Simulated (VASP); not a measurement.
Here is a VASP 6.6.1 calculation.

INCAR

```
SYSTEM = KBr
PREC = Accurate
ENCUT = 500
EDIFF = 1E-6
ISMEAR = 1
SIGMA = 0.1
LREAL = .False.
LASPH = .True.
NELM = 120
ALGO = Normal
ISIF = 2
LWAVE = .False.
LCHARG = .False.
GGA = PS
NBANDS = 15
GGA_COMPAT = .False.
```

The input KPOINTS:

```
Automatic mesh
0
Gamma
  5 5 5
  0 0 0
```

POSCAR

```
KBr
1.0
    0.0000000000      3.3000000000      3.3000000000
    3.3000000000      0.0000000000      3.3000000000
    3.3000000000      3.3000000000      0.0000000000
Br K
1 1
Direct
    0.4981360000      0.5049930000      0.5047960000
   -0.0032670000      0.0131940000     -0.0053410000
```

Potentials or basis: VASP PAW PBE potentials, release 64 (Br, K_sv).

The run is started by

```console
$ cat potpaw_PBE.64/Br/POTCAR potpaw_PBE.64/K_sv/POTCAR > POTCAR
$ mpirun -np 1 vasp_std > vasp.out
```

(1) Estimate the largest force.

(2) Predict the band gap on the k mesh.

## Answers

(1) 0.049 eV/Å.

(2) 4.28 eV.

Caveat: the PAW data sets were made with another functional, which shifts forces and pressure a little.
